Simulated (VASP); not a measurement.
# AlO5 (P6/mmm) in VASP: notebook

Runs on AlO5. Level: PBE. Tasks: single point, relaxation of cell and atoms.

Program: VASP 6.6.1. These are calculated values, not measurements. Logs are shortened: lines on timing, memory, paths and dates and some standing lists are left out, and cuts for length are marked.

## 1. The cell of the first run

The structure is hexagonal, space group P6/mmm (No. 191). The conventional cell has a = 3.566 Å, b = 3.566 Å, c = 6.377 Å, α = 90.00°, β = 90.00°, γ = 120.00°. Al (site symmetry 6/mmm) has 6 O at 2.06 Å within 2.7 Å. Within 2.7 Å of O (site symmetry -6m2) lie 3 Al at 2.06 Å and 3 O at 2.06 Å. O (site symmetry mmm) has 4 O at 1.78 Å within 2.4 Å.

## 2. Single point, PBE, collinear spin, ferromagnetic start

File INCAR:

```
PREC = Accurate
ENCUT = 520
EDIFF = 1E-6
ISMEAR = 0
SIGMA = 0.1
LREAL = False
LASPH = True
NELM = 150
ALGO = Normal
ISIF = 2
LWAVE = False
LCHARG = False
ISPIN = 2
MAGMOM = 0 1 1 1 1 1
LORBIT = 11
GGA = PE
NBANDS = 30
```

File KPOINTS:

```
regular mesh
0
Gamma
  6 6 4
```

File POSCAR:

```
AlO5
1.0
    3.5655607588      0.0000000000      0.0000000000
   -1.7827803794      3.0878661959      0.0000000000
    0.0000000000      0.0000000000      6.3767516465
Al O
1 5
Direct
    0.0000000000      0.0000000000      0.0000000000
    0.3333333333      0.6666666667      0.0000000000
    0.6666666667      0.3333333333      0.0000000000
    0.5000000000      0.0000000000      0.5000000000
    0.5000000000      0.5000000000      0.5000000000
    0.0000000000      0.5000000000      0.5000000000
```

Potentials or basis: VASP PAW PBE potentials, release 64 (Al, O).

Started as:

```
$ cat potpaw_PBE.64/Al/POTCAR potpaw_PBE.64/O/POTCAR > POTCAR
$ mpirun -np 1 vasp_std > vasp.out
```

OUTCAR:

```text
PREC = Accurate
   ENCUT = 520
   EDIFF = 1E-6
   ISMEAR = 0
   LREAL = False
   LASPH = True
   NELM = 150
   ISIF = 2
   ISPIN = 2
   LORBIT = 11
   GGA = PE

 ion  position               nearest neighbor table
   1  0.000  0.000  0.000-   2 2.06   3 2.06   3 2.06   2 2.06   3 2.06   2 2.06
   2  0.333  0.667  0.000-   1 2.06   1 2.06   1 2.06
   3  0.667  0.333  0.000-   1 2.06   1 2.06   1 2.06
   4  0.500  0.000  0.500-   5 1.78   6 1.78   5 1.78   6 1.78
   5  0.500  0.500  0.500-   6 1.78   6 1.78   4 1.78   4 1.78
   6  0.000  0.500  0.500-   5 1.78   5 1.78   4 1.78   4 1.78

  LATTYP: Found a hexagonal cell.
 ALAT       =     3.5655607588
 C/A-ratio  =     1.7884288273

  Lattice vectors:

 A1 = (   3.5655607588,   0.0000000000,   0.0000000000)
 A2 = (  -1.7827803794,   3.0878661959,   0.0000000000)
 A3 = (   0.0000000000,   0.0000000000,   6.3767516465)

Analysis of symmetry for initial positions (statically):
=====================================================================
 Subroutine PRICEL returns:
 Original cell was already a primitive cell.

 Routine SETGRP: Setting up the symmetry group for a
 hexagonal supercell.

 Subroutine GETGRP returns: Found 24 space group operations
 (whereof 24 operations were pure point group operations)
 out of a pool of 24 trial point group operations.

The static configuration has the point symmetry D_6h.

Analysis of symmetry for dynamics (positions and initial velocities):
=====================================================================
 Subroutine PRICEL returns:
 Original cell was already a primitive cell.

 Routine SETGRP: Setting up the symmetry group for a
 hexagonal supercell.

 Subroutine GETGRP returns: Found 24 space group operations
 (whereof 24 operations were pure point group operations)
 out of a pool of 24 trial point group operations.

The dynamic configuration has the point symmetry D_6h.

Analysis of structural, dynamic, and magnetic symmetry:
=====================================================================
 Subroutine PRICEL returns:
 Original cell was already a primitive cell.

 Routine SETGRP: Setting up the symmetry group for a
 hexagonal supercell.

 Subroutine GETGRP returns: Found 24 space group operations
 (whereof 24 operations were pure point group operations)
 out of a pool of 24 trial point group operations.

The overall configuration has the point symmetry D_6h.

 Subroutine INISYM returns: Found 24 space group operations
 (whereof 24 operations are pure point group operations),
 and found     1 'primitive' translations

----------------------------------------------------------------------------------------

                                     Primitive cell

  volume of cell :      70.2079

  direct lattice vectors                    reciprocal lattice vectors
     3.565560759  0.000000000  0.000000000     0.280460794  0.161924115  0.000000000
    -1.782780379  3.087866196  0.000000000     0.000000000  0.323848229  0.000000000
     0.000000000  0.000000000  6.376751646     0.000000000  0.000000000  0.156819656

  length of vectors
     3.565560759  3.565560759  6.376751646     0.323848229  0.323848229  0.156819656

  position of ions in fractional coordinates (direct lattice)
     0.000000000  0.000000000  0.000000000
     0.333333333  0.666666667  0.000000000
     0.666666667  0.333333333  0.000000000
     0.500000000  0.000000000  0.500000000
     0.500000000  0.500000000  0.500000000
     0.000000000  0.500000000  0.500000000

  ion indices of the primitive-cell ions
   primitive index   ion index
                 1           1
                 2           2
                 3           3
                 4           4
                 5           5
                 6           6

----------------------------------------------------------------------------------------
[... 27 lines left out ...]
  0.000000  0.000000  0.000000      1.000000
  0.166667 -0.000000  0.000000      6.000000
  0.333333 -0.000000  0.000000      6.000000
  0.500000  0.000000  0.000000      3.000000
  0.166667  0.166667  0.000000      6.000000
  0.333333  0.166667  0.000000     12.000000
[... 13 lines left out ...]
  0.333333  0.166667  0.500000     12.000000
  0.333333  0.333333  0.500000      2.000000
   k-points           NKPTS =     21   k-points in BZ     NKDIM =     21   number of bands    NBANDS=     30
   number of dos      NEDOS =    301   number of ions     NIONS =      6
   total plane-waves  NPLWV =  37632
   dimension x,y,z NGX =    28 NGY =   28 NGZ =   48
   dimension x,y,z NGXF=    56 NGYF=   56 NGZF=   96
   ions per type =               1   5
   NGX,Y,Z   is equivalent  to a cutoff of  13.06, 13.06, 12.51 a.u.
   NGXF,Y,Z  is equivalent  to a cutoff of  26.11, 26.11, 25.03 a.u.
 SYSTEM =  unknown system
   PREC   = accura    normal or accurate (medium, high low for compatibility)
   ISTART =      0    job   : 0-new  1-cont  2-samecut
   ICHARG =      2    charge: 1-file 2-atom 10-const
   ISPIN  =      2    spin polarized calculation?
   LNONCOLLINEAR =      F non collinear calculations
   LSORBIT =      F    spin-orbit coupling
   LASPH  =      T    aspherical Exc in radial PAW
   ENCUT  =  520.0 eV  38.22 Ry    6.18 a.u.   6.63  6.63 11.86*2*pi/ulx,y,z
   NELM   =    150;   NELMIN=  2; NELMDL= -5     # of ELM steps
   EDIFF  = 0.1E-05   stopping-criterion for ELM
   LREAL  =      F    real-space projection
   EDIFFG = 0.1E-04   stopping-criterion for IOM
   NSW    =      0    number of steps for IOM
   IBRION =     -1    ionic relax: 0-MD 1-quasi-New 2-CG
   NFREE  =      0    steps in history (QN), initial steepest desc. (CG)
   ISIF   =      2    stress and relaxation
   ISYM   =      2    0-nonsym 1-usesym 2-fastsym
   POTIM  = 0.5000    time-step for ionic-motion
   TEBEG  =    0.0;   TEEND  =   0.0 temperature during run
   PSTRESS=    0.0 pullay stress
   NELECT =      33.0000    total number of electrons
   NUPDOWN=      -1.0000    fix difference up-down
   EMIN   =  10.00;   EMAX   =-10.00  energy-range for DOS
   EFERMI =   0.00;   METHOD = LEGACY
   ISMEAR =     0;   SIGMA  =   0.10  broadening in eV -4-tet -1-fermi 0-gaus
   EFERMI_NEDOS =   21; number of points for ismear=-14 and -15
   IALGO  =     38    algorithm
   IMIX   =      4    mixing-type and parameters
     AMIX     =   0.40;   BMIX     =  1.00
     AMIX_MAG =   1.60;   BMIX_MAG =  1.00
  volume/ion in A,a.u.               =      11.70        78.96
  Fermi-wavevector in a.u.,A,eV,Ry     =   1.272870  2.405376 22.044148  1.620199
  Thomas-Fermi vector in A             =   2.405725
   LORBIT       =     11    0 simple, 1 ext, 2 COOP (PROOUT), +10 PAW based schemes
   GGA     = PE    functional components
   LHFCALC =     F    Hartree Fock is set to
   AEXX    =    0.0000 exact exchange contribution
   IVDW    =     0    specifies the selected vdW correction
   LEPSILON=     F    determine dielectric tensor
   LRPA    =     F    only Hartree local field effects (RPA)
 spin polarized calculation
 Gauss-broadening in eV      SIGMA  =   0.10
  energy-cutoff  :      520.00
  volume of cell :       70.21
 maximum number of plane-waves:      1932
 NGX is ok and might be reduce to    28
   NGX = 13   NGY = 13   NGZ = 23

 number of electron      32.9999986 magnetization       0.7371380

 Free energy of the ion-electron system (eV)
  ---------------------------------------------------
  ext. energy  EPLUGINS =         0.00000000
  ---------------------------------------------------
  free energy    TOTEN  =       -26.22003707 eV

  energy without entropy =      -26.18384532  energy(sigma->0) =      -26.20194120

 E-fermi :   1.6988     XC(G=0):  -9.5483

 val. band max:        1.6968153133   @ k =   0.3333  -0.0000   0.0000
 cond. band min:       1.7048405306   @ k =   0.1667  -0.0000   0.0000
 fundamental gap:      0.0080252173
 Fermi energy:         1.6988340070

 spin component 1

 k-point     1 :       0.0000    0.0000    0.0000
  band No.  band energies     occupation
      1     -20.6969      1.00000
      2     -18.0540      1.00000
      3     -13.1879      1.00000
      4     -13.1879      1.00000
      5     -13.0913      1.00000
      6      -8.0436      1.00000
[... 640 lines left out ...]
     27      14.5835      0.00000
     28      16.9552      0.00000
 Fermi energy:         1.6988340070

 spin component 2

 k-point     1 :       0.0000    0.0000    0.0000
  band No.  band energies     occupation
      1     -20.3845      1.00000
      2     -18.0500      1.00000
      3     -13.0835      1.00000
      4     -12.7518      1.00000
      5     -12.7518      1.00000
      6      -7.9225      1.00000
[... 640 lines left out ...]
     27      14.6763      0.00000
     28      17.0033      0.00000
 [bands above 28 left out]

------------------------ aborting loop because EDIFF is reached ----------------------------------------

  FORCE on cell =-STRESS in cart. coord.  units (eV):
  Direction    XX          YY          ZZ          XY          YZ          ZX
  --------------------------------------------------------------------------------------
  -------------------------------------------------------------------------------------
  Total       -0.0666813     -0.0666813      0.2651165      0.0000000     -0.0000000      0.0000000
  in kB       -1.5216981     -1.5216981      6.0500848      0.0000000     -0.0000000      0.0000000
  external PRESSURE =       1.0022295 kB  Pullay stress =       0.0000000 kB

 VOLUME and BASIS-vectors are now :
 -----------------------------------------------------------------------------
  energy-cutoff  :      520.00
  volume of cell :       70.21
      direct lattice vectors                 reciprocal lattice vectors
     3.565560759  0.000000000  0.000000000     0.280460794  0.161924115  0.000000000
    -1.782780379  3.087866196  0.000000000     0.000000000  0.323848229  0.000000000
     0.000000000  0.000000000  6.376751646     0.000000000  0.000000000  0.156819656

 POSITION                                       TOTAL-FORCE (eV/Angst)
 -----------------------------------------------------------------------------------
      0.00000      0.00000      0.00000         0.000000      0.000000      0.000000
     -0.00000      2.05858      0.00000        -0.000000      0.000000      0.000000
      1.78278      1.02929      0.00000         0.000000     -0.000000      0.000000
      1.78278      0.00000      3.18838         0.000000      0.000000      0.000000
      0.89139      1.54393      3.18838         0.000000      0.000000      0.000000
     -0.89139      1.54393      3.18838         0.000000      0.000000      0.000000
 -----------------------------------------------------------------------------------
    total drift:                                0.000000     -0.000000      0.000000

  FREE ENERGIE OF THE ION-ELECTRON SYSTEM (eV)
  ---------------------------------------------------
  free  energy   TOTEN  =       -26.2200370703 eV

  energy  without entropy=      -26.1838453198  energy(sigma->0) =      -26.20194120

 total charge

# of ion       s       p       d       tot
------------------------------------------
    1        0.301   0.267   0.000   0.568
    2        1.610   3.301   0.000   4.910
    3        1.610   3.301   0.000   4.910
    4        1.662   3.010   0.000   4.672
    5        1.662   3.010   0.000   4.672
    6        1.662   3.010   0.000   4.672
--------------------------------------------------
tot          8.508  15.898   0.000  24.406

 magnetization (x)

# of ion       s       p       d       tot
------------------------------------------
    1        0.000  -0.001   0.000  -0.001
    2        0.000   0.004   0.000   0.004
    3        0.000   0.004   0.000   0.004
    4        0.001   0.207   0.000   0.208
    5        0.001   0.207   0.000   0.208
    6        0.001   0.207   0.000   0.208
--------------------------------------------------
tot          0.004   0.627   0.000   0.631
```

Run time: 64 s. Hardware: 1 thread of AMD EPYC 9R45 (Zen 5), shared host; peak memory 0.21 GiB.

Results:

```yaml
Free_energy: -26.2200 eV
Pressure: 0.1 GPa
Net_moment: 0.74 μB per cell
Site_moments: Al -0.00; O +0.00, +0.21 μB
Valence_electrons_inside_the_program's_atomic_spheres: Al 0.57; O 4.91, 4.67
```

## 3. Single point, PBE, collinear spin, ferromagnetic start

This run uses another cell than the first one, of 10.07 Å³/atom, 0.860 times its volume.

File INCAR:

```
SYSTEM = AlO5
ALGO = Normal ; EDIFF = 1E-6
ENCUT = 520 ; GGA = PE
ISIF = 2 ; ISMEAR = 0
ISPIN = 2 ; LASPH = .True.
LCHARG = .False. ; LORBIT = 11
LREAL = .False. ; LWAVE = .False.
MAGMOM = 0 1 1 1 1 1 ; NBANDS = 30
NELM = 150 ; PREC = Accurate
SIGMA = 0.1
```

File KPOINTS:

```
k-points
0
Gamma
  6 6 6
  0 0 0
```

File POSCAR:

```
AlO5
1.0
    4.4093956500      0.0000000000      0.0000000000
   -2.2046978300      3.8186486500      0.0000000000
    0.0000000000      0.0000000000      3.5876915700
Al O
1 5
Direct
    0.0000000000      0.0000000000      0.0000000000
    0.3333333300      0.6666666700      0.0000000000
    0.6666666700      0.3333333300      0.0000000000
    0.5000000000      0.0000000000      0.5000000000
    0.5000000000      0.5000000000      0.5000000000
    0.0000000000      0.5000000000      0.5000000000
```

Potentials or basis: VASP PAW PBE potentials, release 64 (Al, O).

Started as:

```
$ cat potpaw_PBE.64/Al/POTCAR potpaw_PBE.64/O/POTCAR > POTCAR
$ mpirun -np 1 vasp_std > vasp.out
```

Wall time 67 s (1 thread of AMD EPYC 9R45 (Zen 5), shared host); peak memory 0.21 GiB.

It converged, with:

| Property | Result |
| --- | --- |
| Free energy | -20.6753 eV |
| Pressure | -12.2 GPa |
| Net moment | 0.37 μB per cell |
| Site moments | Al +0.00; O -0.02, +0.13 μB |
| Valence electrons inside the program's atomic spheres | Al 0.48; O 4.69, 4.64 |

Stress tensor (GPa, compression positive):
```
-17.43   0.00   0.00
  0.00 -17.43   0.00
  0.00   0.00  -1.73
```

Levels at points of the mesh, in eV from the Fermi level:
Spin up:
```tsv
k point	band 13	band 14	band 15	band 16	band 17	band 18	band 19	band 20	band 21	band 22
(0.00, 0.00, 0.00)	-1.91	-1.82	-1.82	-0.93	-0.93	0.13	0.89	0.89	1.76	7.48
(0.50, 0.00, 0.00)	-2.21	-1.92	-1.89	-0.65	-0.33	0.32	0.97	1.21	1.41	5.88
(0.00, 0.00, 0.50)	-2.02	-1.52	0.15	0.47	0.66	0.66	0.69	0.82	0.82	2.21
(0.50, 0.00, 0.50)	-1.83	-1.05	-0.63	-0.28	0.04	0.33	0.41	0.69	1.61	4.18
```
Spin down:
| k point | band 14 | band 15 | band 16 | band 17 | band 18 | band 19 | band 20 | band 21 |
| --- | --- | --- | --- | --- | --- | --- | --- | --- |
| (0.00, 0.00, 0.00) | -1.57 | -1.57 | -0.84 | -0.84 | 0.52 | 1.04 | 1.04 | 1.81 |
| (0.50, 0.00, 0.00) | -1.68 | -1.64 | -0.60 | -0.15 | 0.38 | 1.12 | 1.28 | 1.50 |
| (0.00, 0.00, 0.50) | -1.61 | 0.41 | 0.55 | 0.78 | 0.83 | 0.83 | 1.00 | 1.00 |
| (0.50, 0.00, 0.50) | -1.07 | -0.44 | -0.19 | 0.04 | 0.30 | 0.60 | 0.92 | 1.59 |

## 4. Relaxation of cell and atoms, PBE

File INCAR:

```
PREC = Accurate ; ENCUT = 600
EDIFF = 1E-7 ; ISMEAR = 0
SIGMA = 0.1 ; LREAL = F
LASPH = T ; NELM = 100
ALGO = Normal ; ISIF = 3
LWAVE = F ; LCHARG = F
GGA = PE ; IBRION = 2
NSW = 100 ; EDIFFG = -0.01
```

File KPOINTS:

```
Automatic mesh
0
Gamma
  12 12 6
```

File POSCAR:

```
AlO5
1.0
    3.5655607588      0.0000000000      0.0000000000
   -1.7827803794      3.0878661959      0.0000000000
    0.0000000000      0.0000000000      6.3767516465
Al O
1 5
Direct
    0.0000000000      0.0000000000      0.0000000000
    0.3333333333      0.6666666667      0.0000000000
    0.6666666667      0.3333333333      0.0000000000
    0.5000000000      0.0000000000      0.5000000000
    0.5000000000      0.5000000000      0.5000000000
    0.0000000000      0.5000000000      0.5000000000
```

Started as:

```
$ cat potpaw_PBE.64/Al/POTCAR potpaw_PBE.64/O/POTCAR > POTCAR
$ mpirun -np 1 vasp_std > vasp.out
```

Wall time 2.9 min (1 thread of AMD EPYC 9R45 (Zen 5), shared host); peak memory 0.23 GiB.

The run converged. Its results:

- Free energy: -25.9787 eV
- Relaxed volume: 11.60 Å³/atom
- Relaxed cell: a = 3.549 Å, b = 3.549 Å, c = 6.378 Å, α = 90.00°, β = 90.00°, γ = 120.00°
- Space group after relaxing (to 0.05 Å): P6/mmm (No. 191)
- Energy gained by relaxing: 0.8 meV/atom
- Ionic steps: 3
- Pressure after relaxing: 0.0 GPa

Stress tensor (GPa, compression positive):
```
0.00 0.00 0.00
0.00 0.00 0.00
0.00 0.00 0.11
```

Step by step:
| step | energy change (eV) | largest force (eV/Å) | pressure (GPa) | volume (Å³) |
| --- | --- | --- | --- | --- |
| 1 | 0.0000 | 0.0000 | -1.49 | 70.21 |
| 2 | -0.0020 | 0.0000 | 1.22 | 69.11 |
| 3 | -0.0047 | 0.0000 | 0.03 | 69.58 |

Final structure:
```
Al O
1.0
     3.54909    0.00000    0.00000
    -1.77454    3.07360    0.00000
     0.00000    0.00000    6.37821
Al O
1 5
Direct
  0.00000 0.00000 0.00000
  0.33333 0.66667 0.00000
  0.66667 0.33333 0.00000
  0.50000 0.00000 0.50000
  0.50000 0.50000 0.50000
  0.00000 0.50000 0.50000
```

Levels at points of the mesh, in eV from the Fermi level:
```tsv
k point	band 15	band 16	band 17	band 18	band 19	band 20
(0.00, 0.00, 0.00)	0.03	0.03	0.04	2.14	3.51	4.89
(0.50, 0.00, 0.00)	-0.99	-0.99	-0.60	-0.12	0.49	4.60
(0.00, 0.00, 0.50)	0.03	0.03	0.04	2.64	3.51	4.89
(0.50, 0.00, 0.50)	-0.99	-0.99	-0.60	-0.11	0.49	4.60
```

Caveat: an odd number of electrons without spin polarisation forces a metal; a magnetic or distorted state may lie lower.

## 5. The runs side by side

```csv
task,spin,cell,k mesh,cutoff (eV),gap on the mesh (eV),pressure (GPa),moment (μB)
single point,"collinear, ferromagnetic start","a = 3.566, b = 3.566, c = 6.377 Å, angles 90.0, 90.0, 120.0°, 6 atoms",6 × 6 × 4,520,none,0.1,0.74
single point,"collinear, ferromagnetic start","a = 4.409, b = 4.409, c = 3.588 Å, angles 90.0, 90.0, 120.0°, 6 atoms",6 × 6 × 6,520,none,-12.2,0.37
relaxation of cell and atoms,off,"relaxed from a = 3.566, b = 3.566, c = 6.377 Å, angles 90.0, 90.0, 120.0°, 6 atoms",12 × 12 × 6,600,none,0.0,-
```

Alike in all rows: level PBE; potentials or basis VASP PAW PBE potentials, release 64 (Al, O); smearing gaussian 0.1 eV.

Caveats: an odd number of electrons without spin polarisation forces a metal (some runs); a magnetic or distorted state may lie lower (some runs).

Absolute energies hang on the potentials; compare differences alone.
